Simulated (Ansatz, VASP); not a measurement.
**One calculation of Ir3C, two programs**

```
CELL_PARAMETERS angstrom
2.69465 0.00000 0.00000
-1.34733 2.33364 0.00000
0.00000 0.00000 21.27695
ATOMIC_POSITIONS crystal
Ir 0.66667 0.33333 0.18800
Ir 0.33333 0.66667 0.28850
Ir 0.00000 0.00000 0.38901
C 0.66667 0.33333 0.49852
```

Alike in both runs: task single point; functional LDA; k mesh 12 × 12 × 1; occupations gaussian, width 0.1 eV; collinear spin.

|  | VASP | Ansatz |
| --- | --- | --- |
| version | VASP 6.6.1 | Ansatz 0.2.0 |
| potentials or method | VASP PAW LDA potentials, release 64 (Ir, C), cutoff 520 eV | scalar-relativistic, plane waves, PAW |
| valence electrons in the cell | 31 | 55 |

Ansatz gave:

| Quantity | Value |
| --- | --- |
| gap on the k mesh at the Fermi level (eV) | none |
| rms of the force components (eV/Å) | 0.911 |
| net moment per atom (μB) | 0.00 |

Question: Estimate VASP's values.

Answer: gap on the k mesh at the Fermi level (eV): none; rms of the force components (eV/Å): 0.935; net moment per atom (μB): 0.00.

Ansatz warns that its potentials were made for another functional, while VASP's fit it. LDA's correlation is that of Perdew and Zunger in VASP and of Perdew and Wang (1992) in Ansatz. Atom by atom the forces differ by 0.051 eV/Å (rms over components). A gap of «none» marks a metal or a gap that the smearing closes. VASP's potentials hold 31 valence electrons a cell and Ansatz's 55, so a difference there can come from the potentials and not from the codes. Ansatz's warnings: seeded moment not kept.

Neither program's run includes spin-orbit coupling.
